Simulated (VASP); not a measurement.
Runs of VASP 6.6.1 on Mn3NiB. The structure is that of space group Pm-3m (No. 221), or close to it. The cells are those of the table. 

| task | level | spin | cell | cutoff (eV) | gap on the mesh (eV) | pressure (GPa) |
| --- | --- | --- | --- | --- | --- | --- |
| single point | r2SCAN | off | a = 3.891 Å, 5 atoms | 520 | none | (a) |
| single point | PBE | off | a = 3.765 Å, 5 atoms | 520 | none | 0.3 |
| relaxation of cell and atoms | PBE | off | relaxed from a = 3.891 Å, 5 atoms | 600 | none | 0.1 |
| single point | PBE | collinear, ferromagnetic start | a = 3.891 Å, 5 atoms | 520 | none | 0.6 |

Alike in all rows: potentials or basis VASP PAW PBE potentials, release 64 (Ni, B, Mn_pv); k mesh 10 × 10 × 10; smearing gaussian 0.1 eV.

Task: Fill in the values left out.

Result: (a) -22.5.

Caveats: the PAW data sets were made with another functional, which shifts forces and pressure a little (some runs).

A gap of «none» marks levels without a gap at the run's occupations.
